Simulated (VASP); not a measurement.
# CrO2 (P4_2/mnm) in VASP: single point with LDA

Aim: the single point of CrO2 with LDA.

All numbers are computed with VASP 6.6.1; they aren't measurements. Logs are shortened: lines on timing, memory, paths and dates and some standing lists are left out, and cuts for length are marked.

## Step 1: The cell of the first run

The structure is tetragonal, space group P4_2/mnm (No. 136). Conventional cell: a = 4.254 Å, b = 4.254 Å, c = 2.810 Å, α = 90.00°, β = 90.00°, γ = 90.00°. Within 2.4 Å of Cr (site symmetry mmm) lie 6 O at 1.82 to 1.84 Å. Within 2.4 Å of O (site symmetry m2m) lie 3 Cr at 1.82 to 1.84 Å and 1 O at 2.38 Å.

## Step 2: Single point, LDA, collinear spin, ferromagnetic start

File INCAR:

```
SYSTEM = CrO2
  ALGO = Normal
  EDIFF = 1E-6
  ENCUT = 520
  GGA = CA
  ISIF = 2
  ISMEAR = -1
  ISPIN = 2
  LASPH = .TRUE.
  LCHARG = .TRUE.
  LELF = .TRUE.
  LMAXMIX = 4
  LORBIT = 11
  LREAL = .FALSE.
  LVHAR = .TRUE.
  LWAVE = .FALSE.
  MAGMOM = 1.6 1.6 0 0 0 0
  NBANDS = 37
  NELM = 150
  PREC = Accurate
  SIGMA = 0.08
```

File KPOINTS:

```
k-points
0
G
  8 8 10
  0 0 0
```

File POSCAR:

```
CrO2
1.0
    4.2540201019      0.0000000000      0.0000000000
    0.0000000000      4.2540201019      0.0000000000
    0.0000000000      0.0000000000      2.8101913280
Cr O
2 4
Direct
    0.0000000000      0.0000000000      0.0000000000
    0.5000000000      0.5000000000      0.5000000000
    0.3018927751      0.3018927751      0.0000000000
    0.1981072249      0.8018927751      0.5000000000
    0.6981072249      0.6981072249      0.0000000000
    0.8018927751      0.1981072249      0.5000000000
```

Potentials or basis: VASP PAW LDA potentials, release 64 (Cr_pv, O).

Run with:

```bash
$ cat potpaw_LDA.64/Cr_pv/POTCAR potpaw_LDA.64/O/POTCAR > POTCAR
$ mpirun -np 1 vasp_std > vasp.out
```

OUTCAR:

```text
SYSTEM = CrO2
   EDIFF = 1E-6
   ENCUT = 520
   GGA = CA
   ISIF = 2
   ISMEAR = -1
   ISPIN = 2
   LASPH = .TRUE.
   LORBIT = 11
   LREAL = .FALSE.
   NELM = 150
   PREC = Accurate

 ion  position               nearest neighbor table
   1  0.000  0.000  0.000-   3 1.82   5 1.82   4 1.84   6 1.84   4 1.84   6 1.84
   2  0.500  0.500  0.500-   4 1.82   6 1.82   5 1.84   3 1.84   3 1.84   5 1.84
   3  0.302  0.302  0.000-   1 1.82   2 1.84   2 1.84
   4  0.198  0.802  0.500-   2 1.82   1 1.84   1 1.84
   5  0.698  0.698  0.000-   1 1.82   2 1.84   2 1.84
   6  0.802  0.198  0.500-   2 1.82   1 1.84   1 1.84

  LATTYP: Found a simple tetragonal cell.
 ALAT       =     4.2540201019
 C/A-ratio  =     0.6605966264

  Lattice vectors:

 A1 = (   4.2540201019,   0.0000000000,   0.0000000000)
 A2 = (   0.0000000000,   4.2540201019,   0.0000000000)
 A3 = (   0.0000000000,   0.0000000000,   2.8101913280)

Analysis of symmetry for initial positions (statically):
=====================================================================
 Subroutine PRICEL returns:
 Original cell was already a primitive cell.

 Routine SETGRP: Setting up the symmetry group for a
 simple tetragonal supercell.

 Subroutine GETGRP returns: Found 16 space group operations
 (whereof  8 operations were pure point group operations)
 out of a pool of 16 trial point group operations.

The static configuration has the point symmetry D_2h.
 The point group associated with its full space group is D_4h.

Analysis of symmetry for dynamics (positions and initial velocities):
=====================================================================
 Subroutine PRICEL returns:
 Original cell was already a primitive cell.

 Routine SETGRP: Setting up the symmetry group for a
 simple tetragonal supercell.

 Subroutine GETGRP returns: Found 16 space group operations
 (whereof  8 operations were pure point group operations)
 out of a pool of 16 trial point group operations.

The dynamic configuration has the point symmetry D_2h.
 The point group associated with its full space group is D_4h.

Analysis of structural, dynamic, and magnetic symmetry:
=====================================================================
 Subroutine PRICEL returns:
 Original cell was already a primitive cell.

 Routine SETGRP: Setting up the symmetry group for a
 simple tetragonal supercell.

 Subroutine GETGRP returns: Found 16 space group operations
 (whereof  8 operations were pure point group operations)
 out of a pool of 16 trial point group operations.

The overall configuration has the point symmetry D_2h.
 The point group associated with its full space group is D_4h.

 Subroutine INISYM returns: Found 16 space group operations
 (whereof  8 operations are pure point group operations),
 and found     1 'primitive' translations

----------------------------------------------------------------------------------------

                                     Primitive cell

  volume of cell :      50.8552

  direct lattice vectors                    reciprocal lattice vectors
     4.254020102  0.000000000  0.000000000     0.235071762  0.000000000  0.000000000
     0.000000000  4.254020102  0.000000000     0.000000000  0.235071762  0.000000000
     0.000000000  0.000000000  2.810191328     0.000000000  0.000000000  0.355847657

  length of vectors
     4.254020102  4.254020102  2.810191328     0.235071762  0.235071762  0.355847657

  position of ions in fractional coordinates (direct lattice)
     0.000000000  0.000000000  0.000000000
     0.500000000  0.500000000  0.500000000
     0.301892775  0.301892775  0.000000000
     0.198107225  0.801892775  0.500000000
     0.698107225  0.698107225  0.000000000
     0.801892775  0.198107225  0.500000000

  ion indices of the primitive-cell ions
   primitive index   ion index
                 1           1
                 2           2
                 3           3
                 4           4
                 5           5
                 6           6

[... 31 lines left out ...]
  0.375000  0.000000  0.000000      4.000000
  0.500000  0.000000  0.000000      2.000000
  0.125000  0.125000  0.000000      4.000000
[... 16 lines left out ...]
  0.375000  0.125000  0.100000     16.000000
  0.500000  0.125000  0.100000      8.000000
 [... further k-points ...]
   k-points           NKPTS =     90   k-points in BZ     NKDIM =     90   number of bands    NBANDS=     37
   number of dos      NEDOS =    301   number of ions     NIONS =      6
   total plane-waves  NPLWV =  24576
   dimension x,y,z NGX =    32 NGY =   32 NGZ =   24
   dimension x,y,z NGXF=    64 NGYF=   64 NGZF=   48
   ions per type =               2   4
   NGX,Y,Z   is equivalent  to a cutoff of  12.51, 12.51, 14.20 a.u.
   NGXF,Y,Z  is equivalent  to a cutoff of  25.01, 25.01, 28.40 a.u.
 SYSTEM =  CrO2
   PREC   = accura    normal or accurate (medium, high low for compatibility)
   ISTART =      0    job   : 0-new  1-cont  2-samecut
   ICHARG =      2    charge: 1-file 2-atom 10-const
   ISPIN  =      2    spin polarized calculation?
   LNONCOLLINEAR =      F non collinear calculations
   LSORBIT =      F    spin-orbit coupling
   LASPH  =      T    aspherical Exc in radial PAW
   ENCUT  =  520.0 eV  38.22 Ry    6.18 a.u.   7.91  7.91  5.23*2*pi/ulx,y,z
   NELM   =    150;   NELMIN=  2; NELMDL= -5     # of ELM steps
   EDIFF  = 0.1E-05   stopping-criterion for ELM
   LREAL  =      F    real-space projection
   EDIFFG = 0.1E-04   stopping-criterion for IOM
   NSW    =      0    number of steps for IOM
   IBRION =     -1    ionic relax: 0-MD 1-quasi-New 2-CG
   NFREE  =      0    steps in history (QN), initial steepest desc. (CG)
   ISIF   =      2    stress and relaxation
   ISYM   =      2    0-nonsym 1-usesym 2-fastsym
   POTIM  = 0.5000    time-step for ionic-motion
   TEBEG  =    0.0;   TEEND  =   0.0 temperature during run
   PSTRESS=    0.0 pullay stress
   NELECT =      48.0000    total number of electrons
   NUPDOWN=      -1.0000    fix difference up-down
   EMIN   =  10.00;   EMAX   =-10.00  energy-range for DOS
   EFERMI =   0.00;   METHOD = LEGACY
   ISMEAR =    -1;   SIGMA  =   0.08  broadening in eV -4-tet -1-fermi 0-gaus
   EFERMI_NEDOS =   21; number of points for ismear=-14 and -15
   IALGO  =     38    algorithm
   IMIX   =      4    mixing-type and parameters
     AMIX     =   0.40;   BMIX     =  1.00
     AMIX_MAG =   1.60;   BMIX_MAG =  1.00
  volume/ion in A,a.u.               =       8.48        57.20
  Fermi-wavevector in a.u.,A,eV,Ry     =   1.605870  3.034653 35.086934  2.578817
  Thomas-Fermi vector in A             =   2.702147
   LORBIT       =     11    0 simple, 1 ext, 2 COOP (PROOUT), +10 PAW based schemes
   GGA     = CA    functional components
   LHFCALC =     F    Hartree Fock is set to
   AEXX    =    0.0000 exact exchange contribution
   IVDW    =     0    specifies the selected vdW correction
   LEPSILON=     F    determine dielectric tensor
   LRPA    =     F    only Hartree local field effects (RPA)
 spin polarized calculation
  energy-cutoff  :      520.00
  volume of cell :       50.86
 maximum number of plane-waves:      1395
 NGX is ok and might be reduce to    32
   NGX = 15   NGY = 15   NGZ = 11

 number of electron      48.0000033 magnetization       3.8998291

 Free energy of the ion-electron system (eV)
  ---------------------------------------------------
  ext. energy  EPLUGINS =         0.00000000
  ---------------------------------------------------
  free energy    TOTEN  =       -55.47014900 eV

  energy without entropy =      -55.42130315  energy(sigma->0) =      -55.44572608

 E-fermi :   7.2417     XC(G=0): -13.1456

 val. band max:        7.2348025988   @ k =   0.5000   0.5000   0.5000
 cond. band min:       7.2597425736   @ k =   0.5000   0.0000   0.2000
 fundamental gap:      0.0249399748
 Fermi energy:         7.2416578198

 spin component 1

 k-point     1 :       0.0000    0.0000    0.0000
  band No.  band energies     occupation
      1     -37.4845      1.00000
      2     -37.4845      1.00000
      3     -37.3170      1.00000
      4     -37.3170      1.00000
      5     -37.2513      1.00000
      6     -37.2255      1.00000
[... 925 lines left out ...]
     35      17.8446      0.00000
     36      17.8446      0.00000

 [... further k-points ...]

 spin component 2

 k-point     1 :       0.0000    0.0000    0.0000
  band No.  band energies     occupation
      1     -35.8151      1.00000
      2     -35.8151      1.00000
      3     -35.4789      1.00000
      4     -35.4789      1.00000
      5     -35.2896      1.00000
      6     -35.2597      1.00000
[... 925 lines left out ...]
     35      18.0209      0.00000
     36      18.0209      0.00000

 [... further k-points ...]

 [bands above 36 left out]

------------------------ aborting loop because EDIFF is reached ----------------------------------------

  FORCE on cell =-STRESS in cart. coord.  units (eV):
  Direction    XX          YY          ZZ          XY          YZ          ZX
  --------------------------------------------------------------------------------------
  -------------------------------------------------------------------------------------
  Total        6.7665329      6.7665329      6.7518357     -0.0000000      0.0000000      0.0000000
  in kB      213.1777204    213.1777204    212.7146889     -0.0000000      0.0000000      0.0000000
  external PRESSURE =     213.0233766 kB  Pullay stress =       0.0000000 kB

 VOLUME and BASIS-vectors are now :
 -----------------------------------------------------------------------------
  energy-cutoff  :      520.00
  volume of cell :       50.86
      direct lattice vectors                 reciprocal lattice vectors
     4.254020102  0.000000000  0.000000000     0.235071762  0.000000000  0.000000000
     0.000000000  4.254020102  0.000000000     0.000000000  0.235071762  0.000000000
     0.000000000  0.000000000  2.810191328     0.000000000  0.000000000  0.355847657

 POSITION                                       TOTAL-FORCE (eV/Angst)
 -----------------------------------------------------------------------------------
      0.00000      0.00000      0.00000         0.000000      0.000000      0.000000
      2.12701      2.12701      1.40510         0.000000      0.000000      0.000000
      1.28426      1.28426      0.00000        -0.016318     -0.016318     -0.000000
      0.84275      3.41127      1.40510         0.016318     -0.016318      0.000000
      2.96976      2.96976      0.00000         0.016318      0.016318      0.000000
      3.41127      0.84275      1.40510        -0.016318      0.016318      0.000000
 -----------------------------------------------------------------------------------
    total drift:                                0.000000     -0.000000     -0.000000

  FREE ENERGIE OF THE ION-ELECTRON SYSTEM (eV)
  ---------------------------------------------------
  free  energy   TOTEN  =       -55.4701490031 eV

  energy  without entropy=      -55.4213031527  energy(sigma->0) =      -55.44572608

 total charge

# of ion       s       p       d       tot
------------------------------------------
    1        0.405   6.588   4.246  11.238
    2        0.405   6.588   4.246  11.238
    3        1.566   3.508   0.000   5.074
    4        1.566   3.508   0.000   5.074
    5        1.566   3.508   0.000   5.074
    6        1.566   3.508   0.000   5.074
--------------------------------------------------
tot          7.074  27.206   8.491  42.771

 magnetization (x)

# of ion       s       p       d       tot
------------------------------------------
    1        0.025   0.030   1.848   1.903
    2        0.025   0.030   1.848   1.903
    3       -0.002  -0.007   0.000  -0.009
    4       -0.002  -0.007   0.000  -0.009
    5       -0.002  -0.007   0.000  -0.009
    6       -0.002  -0.007   0.000  -0.009
--------------------------------------------------
tot          0.043   0.031   3.696   3.770
```

Run time: 6.3 min. Hardware: 1 thread of Intel Xeon 8259CL, shared host; peak memory 0.33 GiB.

What came out:

| Item | Value |
| --- | --- |
| Free energy | -55.4701 eV |
| Pressure | 21.3 GPa |
| Largest force | 0.023 eV/Å |
| Net moment | 3.90 μB per cell |
| Site moments | Cr +1.90; O -0.01 μB |
| Valence electrons inside the program's atomic spheres | Cr 11.24; O 5.07 |

Forces in eV/Å, atoms in the order of the input:
```
Cr   0.000  0.000  0.000
Cr   0.000  0.000  0.000
O   -0.016 -0.016  0.000
O    0.016 -0.016  0.000
O    0.016  0.016  0.000
O   -0.016  0.016  0.000
```

Levels at points of the mesh, in eV from the Fermi level:
Spin up:
```
           k point  band 24  band 25  band 26  band 27  band 28  band 29
(0.00, 0.00, 0.00)    -1.24    -1.24    -1.21    -1.07     1.42     1.48
(0.50, 0.00, 0.00)    -0.76    -0.26    -0.26     0.36     0.36     2.86
(0.50, 0.50, 0.00)    -1.61    -1.21    -1.21     0.97     0.97     2.86
(0.00, 0.00, 0.50)    -0.56    -0.03    -0.03     0.84     0.84     2.80
(0.50, 0.00, 0.50)    -1.64    -0.56    -0.56     1.05     1.05     1.97
(0.50, 0.50, 0.50)    -0.54    -0.40    -0.40    -0.01    -0.01     2.86
```
Spin down:
```csv
k point,band 20,band 21,band 22,band 23,band 24,band 25
"(0.00, 0.00, 0.00)",-1.77,-1.77,-1.26,0.12,0.28,0.52
"(0.50, 0.00, 0.00)",-3.59,-2.22,-2.22,0.96,0.96,1.31
"(0.50, 0.50, 0.00)",-3.08,-2.68,-2.68,0.20,0.20,0.55
"(0.00, 0.00, 0.50)",-4.64,-3.17,-3.17,1.28,1.28,1.50
"(0.50, 0.00, 0.50)",-3.92,-2.63,-2.63,-0.06,-0.06,1.54
"(0.50, 0.50, 0.50)",-3.11,-2.07,-2.07,0.81,0.81,1.46
```

Caveat: the cell stands under pressure; semilocal functionals often make such compounds metallic where correlation or magnetic order opens a gap, which also shifts bond lengths; only a ferromagnetic start was run, and an antiferromagnetic order may lie lower in energy.
